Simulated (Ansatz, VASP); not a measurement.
## WS2 in VASP and in Ansatz

File INCAR:

```
SYSTEM = WS2
  ALGO = Normal
  DIPOL = 0.5 0.5 0.503
  EDIFF = 1E-6
  ENCUT = 400
  GGA = PE
  GGA_COMPAT = .FALSE.
  IDIPOL = 3
  ISIF = 2
  ISMEAR = 0
  LASPH = .TRUE.
  LCHARG = .TRUE.
  LDIPOL = .TRUE.
  LELF = .TRUE.
  LREAL = .FALSE.
  LVACPOTAV = .TRUE.
  LVHAR = .TRUE.
  LWAVE = .FALSE.
  NBANDS = 64
  NELM = 120
  NELMDL = -8
  PREC = Accurate
  SIGMA = 0.05
```

Contents of KPOINTS:

```
k-points
0
G
  18 18 1
  0 0 0
```

The input POSCAR:

```
WS2
1.0
    3.1832085600      0.0000000000      0.0000000000
   -1.5916042800      2.7567394800      0.0000000000
    0.0000000000      0.0000000000     60.9556468415
S W
8 4
Direct
    0.6666666668      0.3333333332      0.1394456534
    0.6666666668      0.3333333332      0.1906004109
    0.3333333332      0.6666666665      0.4211047447
    0.3333333332      0.6666666665      0.4722595022
    0.6666666668      0.3333333332      0.5409475296
    0.6666666668      0.3333333332      0.5925462177
    0.3333333332      0.6666666665      0.8091697926
    0.3333333332      0.6666666665      0.8607669337
    0.3333333332      0.6666666665      0.1650248464
    0.6666666668      0.3333333332      0.4466803092
    0.3333333332      0.6666666665      0.5667477531
    0.6666666668      0.3333333332      0.8349683606
```

Input for Ansatz:

```yaml
crystal:
  lattice:
    - [3.18320856, 0.0, 0.0]
    - [-1.59160428, 2.75673948, 0.0]
    - [0.0, 0.0, 60.9556468415]
  atoms:
    - { symbol: S, position: [0.6666666668, 0.3333333332, 0.1394456534] }
    - { symbol: W, position: [0.3333333332, 0.6666666665, 0.1650248464] }
    - { symbol: S, position: [0.6666666668, 0.3333333332, 0.1906004109] }
    - { symbol: S, position: [0.3333333332, 0.6666666665, 0.4211047447] }
    - { symbol: W, position: [0.6666666668, 0.3333333332, 0.4466803092] }
    - { symbol: S, position: [0.3333333332, 0.6666666665, 0.4722595022] }
    - { symbol: S, position: [0.6666666668, 0.3333333332, 0.5409475296] }
    - { symbol: W, position: [0.3333333332, 0.6666666665, 0.5667477531] }
    - { symbol: S, position: [0.6666666668, 0.3333333332, 0.5925462177] }
    - { symbol: S, position: [0.3333333332, 0.6666666665, 0.8091697926] }
    - { symbol: W, position: [0.6666666668, 0.3333333332, 0.8349683606] }
    - { symbol: S, position: [0.3333333332, 0.6666666665, 0.8607669337] }
basis:
  ecutwfc: 420.0
  fft_grid_basis: typed
kpoints:
  mp_grid: { grid: [18, 18, 1] }
hamiltonian:
  xc: pbe
  pseudopotentials: { kind: paw }
scf:
  occupations: { method: gaussian, width: 0.05 }
output:
  forces: true
  eigenvalues: true
  band_densities:
    - { e_range: [-2.85, -2.05] }
    - { e_range: [-2.05, -1.45] }
    - { e_range: [-1.45, -1.1] }
    - { e_range: [-1.1, 0.0] }
    - { e_range: [0.0, 1.1] }
    - { e_range: [1.1, 1.45] }
    - { e_range: [1.45, 2.05] }
    - { e_range: [2.05, 2.65] }
  band_residual_tolerance: 1.0e-05
  write_potential: true
  elf: true
  write_density: true
  volumetric_format: npy
efield:
  axis: 3
  dipole_correction: true
  ramp_width: 0.04
checkpoint:
  read: start.run
  write: ck
  compress: false
  write_wavefunctions: false
  write_every: 100000
```

Alike in both runs: task single point; functional PBE; k mesh 18 × 18 × 1; occupations gaussian, width 0.05 eV; no spin polarisation.

|  | VASP | Ansatz |
| --- | --- | --- |
| version | VASP 6.6.1 | Ansatz 0.2.0 |
| potentials or method | VASP PAW PBE potentials, release 64 (S, W_sv), cutoff 400 eV | scalar-relativistic, plane waves, PAW |
| valence electrons in the cell | 104 | 104 |

|  | VASP | Ansatz | Ansatz less VASP |
| --- | --- | --- | --- |
| gap on the k mesh at the Fermi level (eV) | 1.69 | 1.67 | -0.014 |
| rms of the force components (eV/Å) | 0.091 | 0.090 | -0.0014 |

Ansatz's warnings: band edge not confirmed under output density, xc potential rough in thin density.

Neither program's run includes spin-orbit coupling.
